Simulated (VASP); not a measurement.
The system is LiCl.

```xyz
2
Lattice="0.0000 2.7330 2.7330 2.7330 0.0000 2.7330 2.7330 2.7330 0.0000" Properties=species:S:1:pos:R:3 pbc="T T T"
Li    0.0000    0.0000    0.0000
Cl    1.3665    1.3665    1.3665
```

Base run:

```yaml
Program: VASP 6.6.1
Functional: HSE06
Potentials_or_basis: VASP PAW PBE potentials, release 64 (Li_sv, Cl)
Cutoff: 520 eV
k_mesh: 6 × 6 × 6
Occupations: gaussian, width 0.01 eV
Spin: no spin polarisation
```

Its results: band gap on the k mesh 7.38 eV, direct.

Question: The run is repeated on the same cell with these changes: functional from HSE06 to r2SCAN. What comes out?

Answer: Band gap on the k mesh 6.77 eV, direct.

HSE06 gives the wider gap, since exact exchange removes part of the self-interaction.

A k mesh can miss the band edges.
